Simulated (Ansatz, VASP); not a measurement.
# B3C: VASP beside Ansatz

```
B C
1.0
    -1.44765    1.44765    3.23372
     1.44765   -1.44765    3.23372
     1.44765    1.44765   -3.23372
B C
3 1
Cartesian
  0.0000 0.0000 3.2337
  1.4477 0.0000 1.6169
  0.0000 1.4477 1.6169
  0.0000 0.0000 0.0000
```

Alike in both runs: task relaxation of cell and atoms; functional PBE; k mesh 8 × 8 × 8; occupations gaussian, width 0.1 eV; no spin polarisation.

```csv
,VASP,Ansatz
version,VASP 6.6.1,Ansatz 0.2.0
potentials or method,"VASP PAW PBE potentials, release 64 (B, C), cutoff 600 eV","scalar-relativistic, plane waves, PAW"
valence electrons in the cell,13,13
```

Ansatz gave:

- gap on the k mesh at the Fermi level, each at its own relaxed structure (eV): none
- relaxed volume (Å³/atom): 7.58
- relaxed cell length with the largest relative difference (Å): 5.138

Task: What did VASP give for the same quantities?

Result: gap on the k mesh at the Fermi level, each at its own relaxed structure (eV): none; relaxed volume (Å³/atom): 7.44; relaxed cell length with the largest relative difference (Å): 5.059.

A gap of «none» marks a metal or a gap that the smearing closes.

The k mesh is coarse, so the values compare programs but aren't converged.
